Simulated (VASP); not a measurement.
# CuO (Cccm) in VASP: a series of runs

The runs below take CuO through single point, with PBEsol.

All numbers are computed with VASP 6.6.1; they aren't measurements. Logs are shortened: lines on timing, memory, paths and dates and some standing lists are left out, and cuts for length are marked.

## (1) The cell of the first run

Symmetry: Cccm, No. 66, orthorhombic system. The conventional cell has a = 3.015 Å, b = 4.664 Å, c = 5.142 Å, α = 90.00°, β = 90.00°, γ = 90.00°. Cu (site symmetry 2/m) has 4 O at 1.89 Å within 2.5 Å. Within 2.6 Å of O (site symmetry 222) lie 4 Cu at 1.89 Å and 2 O at 2.57 Å.

## (2) Single point, PBEsol

Input file INCAR:

```
SYSTEM = CuO
PREC     = Accurate       ! precision mode
ENCUT    = 520            ! plane-wave cutoff, eV
EDIFF    = 1E-6           ! SCF threshold, eV
ISMEAR   = -1             ! smearing method
SIGMA    = 0.05           ! smearing width, eV
LREAL    = .FALSE.        ! projectors in reciprocal space
LASPH    = .TRUE.         ! aspherical terms in the spheres
NELM     = 100            ! most SCF steps
ALGO     = Normal         ! electronic algorithm
ISIF     = 2              ! what is computed and relaxed
LWAVE    = .FALSE.        ! write WAVECAR
LCHARG   = .FALSE.        ! write CHGCAR
GGA      = PS             ! functional
NBANDS   = 25             ! bands
```

Input file KPOINTS:

```
Automatic mesh
0
G
  9 9 5
  0 0 0
```

Input file POSCAR:

```
CuO
1.0
    1.5076574471     -2.3319999387      0.0000000000
    1.5076574471      2.3319999387      0.0000000000
    0.0000000000      0.0000000000      5.1418567050
Cu O
2 2
Direct
    0.5000000000      0.0000000000      0.0000000000
    0.0000000000      0.5000000000      0.5000000000
    0.5000000000      0.5000000000      0.2500000000
    0.5000000000      0.5000000000      0.7500000000
```

Potentials or basis: VASP PAW PBE potentials, release 64 (Cu, O).

Command:

```console
> cat potpaw_PBE.64/Cu/POTCAR potpaw_PBE.64/O/POTCAR > POTCAR
> mpirun -np 1 vasp_std > vasp.out
```

OUTCAR:

```text
SYSTEM = CuO
   PREC = Accurate
   ENCUT = 520
   EDIFF = 1E-6
   ISMEAR = -1
   LREAL = .FALSE.
   LASPH = .TRUE.
   NELM = 100
   ISIF = 2
   GGA = PS

 ion  position               nearest neighbor table
   1  0.500  0.000  0.000-   3 1.89   4 1.89   3 1.89   4 1.89
   2  0.000  0.500  0.500-   3 1.89   4 1.89   3 1.89   4 1.89
   3  0.500  0.500  0.250-   1 1.89   2 1.89   1 1.89   2 1.89
   4  0.500  0.500  0.750-   1 1.89   2 1.89   1 1.89   2 1.89

  LATTYP: Found a base centered orthorhombic cell.
 ALAT       =     3.0153148942
 B/A-ratio  =     1.5467704174
 C/A-ratio  =     1.7052470092

  Lattice vectors:

 A1 = (   1.5076574471,  -2.3319999387,   0.0000000000)
 A2 = (   1.5076574471,   2.3319999387,   0.0000000000)
 A3 = (   0.0000000000,   0.0000000000,   5.1418567050)

Analysis of symmetry for initial positions (statically):
=====================================================================
 Subroutine PRICEL returns:
 Original cell was already a primitive cell.

 Routine SETGRP: Setting up the symmetry group for a
 base centered orthorhombic supercell.

 Subroutine GETGRP returns: Found  8 space group operations
 (whereof  4 operations were pure point group operations)
 out of a pool of  8 trial point group operations.

The static configuration has the point symmetry C_2h.
 The point group associated with its full space group is D_2h.

Analysis of symmetry for dynamics (positions and initial velocities):
=====================================================================
 Subroutine PRICEL returns:
 Original cell was already a primitive cell.

 Routine SETGRP: Setting up the symmetry group for a
 base centered orthorhombic supercell.

 Subroutine GETGRP returns: Found  8 space group operations
 (whereof  4 operations were pure point group operations)
 out of a pool of  8 trial point group operations.

The dynamic configuration has the point symmetry C_2h.
 The point group associated with its full space group is D_2h.

 Subroutine INISYM returns: Found  8 space group operations
 (whereof  4 operations are pure point group operations),
 and found     1 'primitive' translations

----------------------------------------------------------------------------------------

                                     Primitive cell

  volume of cell :      36.1561

  direct lattice vectors                    reciprocal lattice vectors
     1.507657447 -2.331999939  0.000000000     0.331640321 -0.214408239  0.000000000
     1.507657447  2.331999939  0.000000000     0.331640321  0.214408239  0.000000000
     0.000000000  0.000000000  5.141856705     0.000000000  0.000000000  0.194482277

  length of vectors
     2.776914599  2.776914599  5.141856705     0.394912896  0.394912896  0.194482277

  position of ions in fractional coordinates (direct lattice)
     0.500000000  0.000000000  0.000000000
     0.000000000  0.500000000  0.500000000
     0.500000000  0.500000000  0.250000000
     0.500000000  0.500000000  0.750000000

  ion indices of the primitive-cell ions
   primitive index   ion index
                 1           1
                 2           2
                 3           3
                 4           4

----------------------------------------------------------------------------------------

 KPOINTS: Automatic mesh

Automatic generation of k-mesh.
 Grid dimensions read from file:
 generate k-points for:    9    9    5

 Generating k-lattice:

  Cartesian coordinates                     Fractional coordinates (reciprocal lattice)
     0.036848925 -0.023823138  0.000000000     0.111111111 -0.000000000  0.000000000
     0.036848925  0.023823138  0.000000000    -0.000000000  0.111111111  0.000000000
     0.000000000  0.000000000  0.038896455     0.000000000  0.000000000  0.200000000

  Length of vectors
     0.043879211  0.043879211  0.038896455

  Shift w.r.t. Gamma in fractional coordinates (k-lattice)
     0.000000000  0.000000000  0.000000000

 Subroutine IBZKPT returns following result:
 ===========================================

 Found     75 irreducible k-points:

 Following reciprocal coordinates:
            Coordinates               Weight
  0.000000  0.000000  0.000000      1.000000
  0.111111  0.000000  0.000000      4.000000
  0.222222  0.000000  0.000000      4.000000
  0.333333  0.000000  0.000000      4.000000
  0.444444  0.000000  0.000000      4.000000
  0.111111  0.111111  0.000000      2.000000
[... 16 lines left out ...]
 -0.333333  0.333333  0.000000      2.000000
  0.444444  0.444444  0.000000      2.000000
 [... further k-points ...]
   k-points           NKPTS =     75   k-points in BZ     NKDIM =     75   number of bands    NBANDS=     25
   number of dos      NEDOS =    301   number of ions     NIONS =      4
   total plane-waves  NPLWV =  23040
   dimension x,y,z NGX =    24 NGY =   24 NGZ =   40
   dimension x,y,z NGXF=    48 NGYF=   48 NGZF=   80
   ions per type =               2   2
   NGX,Y,Z   is equivalent  to a cutoff of  14.37, 14.37, 12.93 a.u.
   NGXF,Y,Z  is equivalent  to a cutoff of  28.74, 28.74, 25.87 a.u.
 SYSTEM =  CuO
   PREC   = accura    normal or accurate (medium, high low for compatibility)
   ISTART =      0    job   : 0-new  1-cont  2-samecut
   ICHARG =      2    charge: 1-file 2-atom 10-const
   ISPIN  =      1    spin polarized calculation?
   LNONCOLLINEAR =      F non collinear calculations
   LSORBIT =      F    spin-orbit coupling
   LASPH  =      T    aspherical Exc in radial PAW
   ENCUT  =  520.0 eV  38.22 Ry    6.18 a.u.   5.16  5.16  9.56*2*pi/ulx,y,z
   NELM   =    100;   NELMIN=  2; NELMDL= -5     # of ELM steps
   EDIFF  = 0.1E-05   stopping-criterion for ELM
   LREAL  =      F    real-space projection
   EDIFFG = 0.1E-04   stopping-criterion for IOM
   NSW    =      0    number of steps for IOM
   IBRION =     -1    ionic relax: 0-MD 1-quasi-New 2-CG
   NFREE  =      0    steps in history (QN), initial steepest desc. (CG)
   ISIF   =      2    stress and relaxation
   ISYM   =      2    0-nonsym 1-usesym 2-fastsym
   POTIM  = 0.5000    time-step for ionic-motion
   TEBEG  =    0.0;   TEEND  =   0.0 temperature during run
   PSTRESS=    0.0 pullay stress
   NELECT =      34.0000    total number of electrons
   NUPDOWN=      -1.0000    fix difference up-down
   EMIN   =  10.00;   EMAX   =-10.00  energy-range for DOS
   EFERMI =   0.00;   METHOD = LEGACY
   ISMEAR =    -1;   SIGMA  =   0.05  broadening in eV -4-tet -1-fermi 0-gaus
   EFERMI_NEDOS =   21; number of points for ismear=-14 and -15
   IALGO  =     38    algorithm
   IMIX   =      4    mixing-type and parameters
     AMIX     =   0.40;   BMIX     =  1.00
     AMIX_MAG =   1.60;   BMIX_MAG =  1.00
  volume/ion in A,a.u.               =       9.04        61.00
  Fermi-wavevector in a.u.,A,eV,Ry     =   1.603888  3.030909 35.000405  2.572457
  Thomas-Fermi vector in A             =   2.700480
   LORBIT       =      0    0 simple, 1 ext, 2 COOP (PROOUT), +10 PAW based schemes
   GGA     = PS    functional components
   LHFCALC =     F    Hartree Fock is set to
   AEXX    =    0.0000 exact exchange contribution
   IVDW    =     0    specifies the selected vdW correction
   LEPSILON=     F    determine dielectric tensor
   LRPA    =     F    only Hartree local field effects (RPA)
 non-spin polarized calculation
  energy-cutoff  :      520.00
  volume of cell :       36.16
 maximum number of plane-waves:       995
 NGX is ok and might be reduce to    24
   NGX = 11   NGY = 11   NGZ = 19

 number of electron      33.9999982 magnetization

 Free energy of the ion-electron system (eV)
  ---------------------------------------------------
  ext. energy  EPLUGINS =         0.00000000
  ---------------------------------------------------
  free energy    TOTEN  =       -21.04661691 eV

  energy without entropy =      -21.02541741  energy(sigma->0) =      -21.03601716

 E-fermi :   7.1076     XC(G=0): -12.8738

 val. band max:        7.1005765282   @ k =   0.3333   0.3333   0.4000
 cond. band min:       7.1151058586   @ k =   0.4444   0.0000   0.4000
 fundamental gap:      0.0145293304
 Fermi energy:         7.1076263667

 k-point     1 :       0.0000    0.0000    0.0000
  band No.  band energies     occupation
      1     -13.7333      2.00000
      2     -12.2361      2.00000
      3      -2.3752      2.00000
      4       0.8807      2.00000
      5       1.9737      2.00000
      6       3.2460      2.00000
[... 17 lines left out ...]
     24      24.7320      0.00000
     25      25.3920      0.00000

 k-point     2 :       0.1111    0.0000    0.0000
  band No.  band energies     occupation
      1     -13.6162      2.00000
      2     -12.1801      2.00000
      3      -2.2071      2.00000
      4       0.8147      2.00000
      5       1.8143      2.00000
      6       2.3845      2.00000
[... 17 lines left out ...]
     24      24.6362      0.00000
     25      24.7011      0.00000

 k-point     3 :       0.2222    0.0000    0.0000
  band No.  band energies     occupation
      1     -13.3034      2.00000
      2     -12.0337      2.00000
      3      -1.7642      2.00000
      4       0.6369      2.00000
      5       0.9794      2.00000
      6       1.5385      2.00000
[... 17 lines left out ...]
     24      23.1262      0.00000
     25      23.4097      0.00000

 k-point     4 :       0.3333    0.0000    0.0000
  band No.  band energies     occupation
      1     -12.9139      2.00000
      2     -11.8585      2.00000
      3      -1.2342      2.00000
      4      -0.2685      2.00000
      5       0.4272      2.00000
      6       1.3415      2.00000
[... 17 lines left out ...]
     24      21.8263      0.00000
     25      22.6515      0.00000

 k-point     5 :       0.4444    0.0000    0.0000
  band No.  band energies     occupation
      1     -12.6353      2.00000
      2     -11.7385      2.00000
      3      -1.0424      2.00000
      4      -0.8411      2.00000
      5       0.2916      2.00000
      6       1.2558      2.00000
[... 17 lines left out ...]
     24      21.1161      0.00000
     25      21.9985      0.00000

 k-point     6 :       0.1111    0.1111    0.0000
  band No.  band energies     occupation
      1     -13.4352      2.00000
      2     -12.0788      2.00000
      3      -1.9633      2.00000
      4       0.6717      2.00000
      5       1.5401      2.00000
      6       1.6502      2.00000
[... 17 lines left out ...]
     24      23.4027      0.00000
     25      23.5142      0.00000
[... 393 lines left out ...]
 k-point    21 :       0.4444    0.3333    0.0000
  band No.  band energies     occupation
      1     -12.2143      2.00000
      2     -11.6909      2.00000
      3      -1.0586      2.00000
      4       0.0057      2.00000
      5       0.3607      2.00000
      6       0.4873      2.00000
[... 17 lines left out ...]
     24      20.4755      0.00000
     25      21.3946      0.00000

 k-point    22 :      -0.4444    0.3333    0.0000
  band No.  band energies     occupation
      1     -12.3446      2.00000
      2     -11.7733      2.00000
      3      -1.0736      2.00000
      4      -0.1011      2.00000
      5       0.6292      2.00000
      6       0.9171      2.00000
[... 17 lines left out ...]
     24      20.7953      0.00000
     25      21.8215      0.00000

 k-point    23 :      -0.3333    0.3333    0.0000
  band No.  band energies     occupation
      1     -12.5941      2.00000
      2     -11.8630      2.00000
      3      -0.5972      2.00000
      4      -0.5082      2.00000
      5       0.7930      2.00000
      6       1.0136      2.00000
[... 17 lines left out ...]
     24      21.6415      0.00000
     25      22.4219      0.00000

 k-point    24 :       0.4444    0.4444    0.0000
  band No.  band energies     occupation
      1     -12.1337      2.00000
      2     -11.7142      2.00000
      3      -1.4754      2.00000
      4       0.3017      2.00000
      5       0.5174      2.00000
      6       0.6859      2.00000
[... 17 lines left out ...]
     24      20.0673      0.00000
     25      21.5833      0.00000

 [... further k-points ...]
[... 5 lines left out ...]
  --------------------------------------------------------------------------------------
  -------------------------------------------------------------------------------------
  Total        4.6028693      4.8165624      4.8331634     -0.0000000      0.0000000      0.0000000
  in kB      203.9661264    213.4354725    214.1711065     -0.0000000      0.0000000      0.0000000
  external PRESSURE =     210.5242352 kB  Pullay stress =       0.0000000 kB

 VOLUME and BASIS-vectors are now :
 -----------------------------------------------------------------------------
  energy-cutoff  :      520.00
  volume of cell :       36.16
      direct lattice vectors                 reciprocal lattice vectors
     1.507657447 -2.331999939  0.000000000     0.331640321 -0.214408239  0.000000000
     1.507657447  2.331999939  0.000000000     0.331640321  0.214408239  0.000000000
     0.000000000  0.000000000  5.141856705     0.000000000  0.000000000  0.194482277

 POSITION                                       TOTAL-FORCE (eV/Angst)
 -----------------------------------------------------------------------------------
      0.75383     -1.16600      0.00000        -0.000000     -0.000000      0.000000
      0.75383      1.16600      2.57093         0.000000     -0.000000      0.000000
      1.50766      0.00000      1.28546         0.000000      0.000000      0.000000
      1.50766      0.00000      3.85639         0.000000     -0.000000     -0.000000
 -----------------------------------------------------------------------------------
    total drift:                                0.000000     -0.000000     -0.000000

  FREE ENERGIE OF THE ION-ELECTRON SYSTEM (eV)
  ---------------------------------------------------
  free  energy   TOTEN  =       -21.0466169057 eV

  energy  without entropy=      -21.0254174082  energy(sigma->0) =      -21.03601716
```

Wall time 1.8 min (1 thread of Intel Xeon 8259CL, shared host); peak memory 0.19 GiB.

What came out:

```
Free energy            : -21.0466 eV
Pressure               : 21.1 GPa
Band gap on the k mesh : zero (bands 17 and 18 overlap by 0.51 eV)
```

Levels at points of the mesh, in eV from the Fermi level:
```
           k point  band 15  band 16  band 17  band 18  band 19  band 20
(0.00, 0.00, 0.00)    -2.47    -2.07     0.16     1.18     2.13     7.13
```

Caveat: the cell stands under pressure; the PAW data sets were made with another functional, which shifts forces and pressure a little; semilocal functionals often make such compounds metallic where correlation or magnetic order opens a gap, which also shifts bond lengths. With open d or f shells a metallic result of PBEsol can be an artefact of self-interaction; +U or a hybrid may open a gap.

(Part 1 of 2 ends here.)
